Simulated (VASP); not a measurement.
# Ti2O (P-3m1) in VASP: notebook, part 2 of 2

VASP 6.6.1.

### 3 Single point, r2SCAN (10.65 Å³/atom)

This run uses another cell than the first one, of 10.65 Å³/atom.

Input file POSCAR:

```
Ti2O
1.0
    2.8218942679      0.0000000000      0.0000000000
   -1.4109471339      2.4438321228      0.0000000000
    0.0000000000      0.0000000000      4.6341924620
Ti O
2 1
Direct
    0.6666666667      0.3333333333      0.2720384569
    0.3333333333      0.6666666667      0.7279615431
    0.0000000000      0.0000000000      0.0000000000
```

Input file INCAR.step1:

```
ALGO = Normal
EDIFF = 1E-4
ENCUT = 520
GGA = PE
ISMEAR = 0
LASPH = T
LCHARG = F
LREAL = F
LWAVE = T
NBANDS = 22
NELM = 80
PREC = Accurate
SIGMA = 0.1
```

Input file INCAR.step2:

```
ALGO = Normal
EDIFF = 1E-6
ENCUT = 520
ISIF = 2
ISMEAR = 0
ISTART = 1
LASPH = T
LCHARG = F
LMIXTAU = T
LREAL = F
LWAVE = F
METAGGA = R2SCAN
NBANDS = 22
NELM = 80
PREC = Accurate
SIGMA = 0.1
```

Input file KPOINTS:

```
k-points
0
Gamma
  18 18 10
```

Potentials or basis: VASP PAW PBE potentials, release 64 (Ti_sv, O).

The run is started by

```
$ cat potpaw_PBE.64/Ti_sv/POTCAR potpaw_PBE.64/O/POTCAR > POTCAR
$ cp INCAR.step1 INCAR
$ mpirun -np 1 vasp_std > vasp.out
$ cp INCAR.step2 INCAR
$ mpirun -np 1 vasp_std > vasp.out
```

OUTCAR:

```text
EDIFF = 1E-6
   ENCUT = 520
   ISIF = 2
   ISMEAR = 0
   ISTART = 1
   LASPH = T
   LREAL = F
   METAGGA = R2SCAN
   NELM = 80
   PREC = Accurate

 ion  position               nearest neighbor table
   1  0.667  0.333  0.272-   3 2.06   3 2.06   3 2.06   2 2.67   2 2.67   2 2.67
   2  0.333  0.667  0.728-   3 2.06   3 2.06   3 2.06   1 2.67   1 2.67   1 2.67
   3  0.000  0.000  0.000-   1 2.06   2 2.06   2 2.06   1 2.06   1 2.06   2 2.06

  LATTYP: Found a hexagonal cell.
 ALAT       =     2.8218942679
 C/A-ratio  =     1.6422275330

  Lattice vectors:

 A1 = (   2.8218942679,   0.0000000000,   0.0000000000)
 A2 = (  -1.4109471339,   2.4438321228,   0.0000000000)
 A3 = (   0.0000000000,   0.0000000000,   4.6341924620)

Analysis of symmetry for initial positions (statically):
=====================================================================
 Subroutine PRICEL returns:
 Original cell was already a primitive cell.

 Routine SETGRP: Setting up the symmetry group for a
 hexagonal supercell.

 Subroutine GETGRP returns: Found 12 space group operations
 (whereof 12 operations were pure point group operations)
 out of a pool of 24 trial point group operations.

The static configuration has the point symmetry D_3d.

Analysis of symmetry for dynamics (positions and initial velocities):
=====================================================================
 Subroutine PRICEL returns:
 Original cell was already a primitive cell.

 Routine SETGRP: Setting up the symmetry group for a
 hexagonal supercell.

 Subroutine GETGRP returns: Found 12 space group operations
 (whereof 12 operations were pure point group operations)
 out of a pool of 24 trial point group operations.

The dynamic configuration has the point symmetry D_3d.

 Subroutine INISYM returns: Found 12 space group operations
 (whereof 12 operations are pure point group operations),
 and found     1 'primitive' translations

----------------------------------------------------------------------------------------

                                     Primitive cell

  volume of cell :      31.9585

  direct lattice vectors                    reciprocal lattice vectors
     2.821894268  0.000000000  0.000000000     0.354371888  0.204596705  0.000000000
    -1.410947134  2.443832123  0.000000000     0.000000000  0.409193410  0.000000000
     0.000000000  0.000000000  4.634192462     0.000000000  0.000000000  0.215787326

  length of vectors
     2.821894268  2.821894268  4.634192462     0.409193410  0.409193410  0.215787326

  position of ions in fractional coordinates (direct lattice)
     0.666666667  0.333333333  0.272038457
     0.333333333  0.666666667  0.727961543
     0.000000000  0.000000000  0.000000000

  ion indices of the primitive-cell ions
   primitive index   ion index
                 1           1
                 2           2
                 3           3

----------------------------------------------------------------------------------------

 KPOINTS: k-points

Automatic generation of k-mesh.
 Grid dimensions read from file:
 generate k-points for:   18   18   10

 Generating k-lattice:

  Cartesian coordinates                     Fractional coordinates (reciprocal lattice)
     0.019687327  0.011366484  0.000000000     0.055555556  0.000000000  0.000000000
     0.000000000  0.022732967  0.000000000     0.000000000  0.055555556  0.000000000
     0.000000000  0.000000000  0.021578733     0.000000000  0.000000000  0.100000000

  Length of vectors
     0.022732967  0.022732967  0.021578733

  Shift w.r.t. Gamma in fractional coordinates (k-lattice)
     0.000000000  0.000000000  0.000000000

 Subroutine IBZKPT returns following result:
 ===========================================

 Found    330 irreducible k-points:

 Following reciprocal coordinates:
            Coordinates               Weight
  0.000000  0.000000  0.000000      1.000000
  0.055556 -0.000000  0.000000      6.000000
  0.111111 -0.000000  0.000000      6.000000
  0.166667 -0.000000  0.000000      6.000000
  0.222222 -0.000000  0.000000      6.000000
  0.277778  0.000000  0.000000      6.000000
[... 16 lines left out ...]
  0.333333  0.111111  0.000000     12.000000
  0.388889  0.111111  0.000000     12.000000
 [... further k-points ...]
   k-points           NKPTS =    330   k-points in BZ     NKDIM =    330   number of bands    NBANDS=     22
   number of dos      NEDOS =    301   number of ions     NIONS =      3
   total plane-waves  NPLWV =  20736
   dimension x,y,z NGX =    24 NGY =   24 NGZ =   36
   dimension x,y,z NGXF=    48 NGYF=   48 NGZF=   72
   ions per type =               2   1
   NGX,Y,Z   is equivalent  to a cutoff of  14.14, 14.14, 12.91 a.u.
   NGXF,Y,Z  is equivalent  to a cutoff of  28.28, 28.28, 25.83 a.u.
 SYSTEM =  unknown system
   PREC   = accura    normal or accurate (medium, high low for compatibility)
   ISTART =      1    job   : 0-new  1-cont  2-samecut
   ICHARG =      0    charge: 1-file 2-atom 10-const
   ISPIN  =      1    spin polarized calculation?
   LNONCOLLINEAR =      F non collinear calculations
   LSORBIT =      F    spin-orbit coupling
   LASPH  =      T    aspherical Exc in radial PAW
   ENCUT  =  520.0 eV  38.22 Ry    6.18 a.u.   5.25  5.25  8.62*2*pi/ulx,y,z
   NELM   =     80;   NELMIN=  2; NELMDL=  0     # of ELM steps
   EDIFF  = 0.1E-05   stopping-criterion for ELM
   LREAL  =      F    real-space projection
   EDIFFG = 0.1E-04   stopping-criterion for IOM
   NSW    =      0    number of steps for IOM
   IBRION =     -1    ionic relax: 0-MD 1-quasi-New 2-CG
   NFREE  =      0    steps in history (QN), initial steepest desc. (CG)
   ISIF   =      2    stress and relaxation
   ISYM   =      2    0-nonsym 1-usesym 2-fastsym
   POTIM  = 0.5000    time-step for ionic-motion
   TEBEG  =    0.0;   TEEND  =   0.0 temperature during run
   PSTRESS=    0.0 pullay stress
   NELECT =      30.0000    total number of electrons
   NUPDOWN=      -1.0000    fix difference up-down
   EMIN   =  10.00;   EMAX   =-10.00  energy-range for DOS
   EFERMI =   0.00;   METHOD = LEGACY
   ISMEAR =     0;   SIGMA  =   0.10  broadening in eV -4-tet -1-fermi 0-gaus
   EFERMI_NEDOS =   21; number of points for ismear=-14 and -15
   IALGO  =     38    algorithm
   IMIX   =      4    mixing-type and parameters
     AMIX     =   0.40;   BMIX     =  1.00
     AMIX_MAG =   1.60;   BMIX_MAG =  1.00
  volume/ion in A,a.u.               =      10.65        71.89
  Fermi-wavevector in a.u.,A,eV,Ry     =   1.602950  3.029135 34.959453  2.569447
  Thomas-Fermi vector in A             =   2.699690
   LORBIT       =      0    0 simple, 1 ext, 2 COOP (PROOUT), +10 PAW based schemes
   METAGGA = R2SCAN    functional components
   LHFCALC =     F    Hartree Fock is set to
   AEXX    =    0.0000 exact exchange contribution
   IVDW    =     0    specifies the selected vdW correction
   LEPSILON=     F    determine dielectric tensor
   LRPA    =     F    only Hartree local field effects (RPA)
 non-spin polarized calculation
 Gauss-broadening in eV      SIGMA  =   0.10
  energy-cutoff  :      520.00
  volume of cell :       31.96
 maximum number of plane-waves:       872
 NGX is ok and might be reduce to    24
   NGX = 11   NGY = 11   NGZ = 17

 number of electron      30.0000005 magnetization

 Free energy of the ion-electron system (eV)
  ---------------------------------------------------
  ext. energy  EPLUGINS =         0.00000000
  ---------------------------------------------------
  free energy    TOTEN  =       -37.42353999 eV

  energy without entropy =      -37.41991036  energy(sigma->0) =      -37.42172518

 E-fermi :  11.6905     XC(G=0): -13.9121

 val. band max:       11.6781725940   @ k =   0.0000   0.1667   0.1000
 cond. band min:      11.6947697336   @ k =   0.0000   0.4444   0.4000
 fundamental gap:      0.0165971396
 Fermi energy:        11.6904798672

 k-point     1 :       0.0000    0.0000    0.0000
  band No.  band energies     occupation
      1     -47.7664      2.00000
      2     -47.5434      2.00000
      3     -23.6597      2.00000
      4     -22.5689      2.00000
      5     -22.5688      2.00000
      6     -22.4870      2.00000
[... 574 lines left out ...]
      6     -22.8580      2.00000
[... 14 lines left out ...]
     21      15.6429      0.00000
     22      15.8400      0.00000

 [... further k-points ...]

------------------------ aborting loop because EDIFF is reached ----------------------------------------

  FORCE on cell =-STRESS in cart. coord.  units (eV):
  Direction    XX          YY          ZZ          XY          YZ          ZX
  --------------------------------------------------------------------------------------
  -------------------------------------------------------------------------------------
  Total        6.8724277      6.8724277      6.8799451      0.0000000      0.0000000      0.0000000
  in kB      344.5359880    344.5359880    344.9128578      0.0000000      0.0000000      0.0000000
  external PRESSURE =     344.6616113 kB  Pullay stress =       0.0000000 kB

 VOLUME and BASIS-vectors are now :
 -----------------------------------------------------------------------------
  energy-cutoff  :      520.00
  volume of cell :       31.96
      direct lattice vectors                 reciprocal lattice vectors
     2.821894268  0.000000000  0.000000000     0.354371888  0.204596705  0.000000000
    -1.410947134  2.443832123  0.000000000     0.000000000  0.409193410  0.000000000
     0.000000000  0.000000000  4.634192462     0.000000000  0.000000000  0.215787326

 POSITION                                       TOTAL-FORCE (eV/Angst)
 -----------------------------------------------------------------------------------
      1.41095      0.81461      1.26068        -0.000000      0.000000      0.085651
     -0.00000      1.62922      3.37351         0.000000     -0.000000     -0.085651
      0.00000      0.00000      0.00000        -0.000000      0.000000      0.000000
 -----------------------------------------------------------------------------------
    total drift:                                0.000000     -0.000000      0.000000

  FREE ENERGIE OF THE ION-ELECTRON SYSTEM (eV)
  ---------------------------------------------------
  free  energy   TOTEN  =       -37.4235399948 eV

  energy  without entropy=      -37.4199103638  energy(sigma->0) =      -37.42172518
```

OSZICAR.step1:

```text
N       E                     dE             d eps       ncg     rms          rms(c)
DAV:   1     0.348769583247E+03    0.34877E+03   -0.15196E+04 14560   0.176E+03
DAV:   2     0.122394628269E+02   -0.33653E+03   -0.32110E+03 15390   0.488E+02
DAV:   3    -0.263648345260E+02   -0.38604E+02   -0.37637E+02 22566   0.148E+02
DAV:   4    -0.293003664045E+02   -0.29355E+01   -0.29183E+01 18912   0.361E+01
DAV:   5    -0.293985068199E+02   -0.98140E-01   -0.98129E-01 19568   0.599E+00    0.198E+01
DAV:   6    -0.256822844658E+02    0.37162E+01   -0.18213E+01 19420   0.446E+01    0.645E+00
DAV:   7    -0.255493029392E+02    0.13298E+00   -0.15864E+00 19492   0.104E+01    0.409E+00
DAV:   8    -0.255551095099E+02   -0.58066E-02   -0.22114E-01 19330   0.420E+00    0.105E+00
DAV:   9    -0.255599873822E+02   -0.48779E-02   -0.46530E-02 22046   0.188E+00    0.573E-01
DAV:  10    -0.255618811976E+02   -0.18938E-02   -0.10433E-02 19276   0.969E-01    0.695E-02
DAV:  11    -0.255617540888E+02    0.12711E-03   -0.74840E-04 19282   0.362E-01    0.558E-02
DAV:  12    -0.255617484090E+02    0.56798E-05   -0.82628E-05  8208   0.976E-02
   1 F= -.25561748E+02 E0= -.25559717E+02  d E =-.406226E-02
```

It took 23 min on 1 thread of Oxide Virtual Turin-like, shared host; peak memory 0.29 GiB.

Results:

- Free energy: -37.4235 eV
- Pressure: 34.5 GPa
- Largest force: 0.086 eV/Å
- Band gap on the k mesh: zero (bands 15 and 16 overlap by 1.07 eV)

Forces in eV/Å, atoms in the order of the input:
```
Ti   0.000  0.000  0.086
Ti   0.000  0.000 -0.086
O    0.000  0.000  0.000
```

Caveat: the cell stands under pressure; the PAW data sets were made with another functional, which shifts forces and pressure a little.
